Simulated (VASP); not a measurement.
LiF:

```xyz
2
Lattice="0.0000 1.9949 1.9949 1.9949 0.0000 1.9949 1.9949 1.9949 0.0000" Properties=species:S:1:pos:R:3 pbc="T T T"
Li    0.0000    0.0000    0.0000
F     1.9949    1.9949    1.9949
```

Base run:

| Quantity | Value |
| --- | --- |
| Program | VASP 6.6.1 |
| Functional | PBE |
| Potentials or basis | VASP PAW PBE potentials, release 64 (Li_sv, F) |
| Cutoff | 520 eV |
| k mesh | 8 × 8 × 8 |
| Occupations | gaussian, width 0.01 eV |
| Spin | no spin polarisation |

Its results: band gap on the k mesh 9.35 eV.

Problem. The run is repeated on the same cell with these changes: functional from PBE to PBE-based screened hybrid with 10 % exact exchange; k mesh from 8 × 8 × 8 to 6 × 6 × 6. What comes out?

Solution. Band gap on the k mesh 10.27 eV.

Several settings changed at once.

Caveats: some runs use coarse meshes.

A k mesh can miss the band edges.
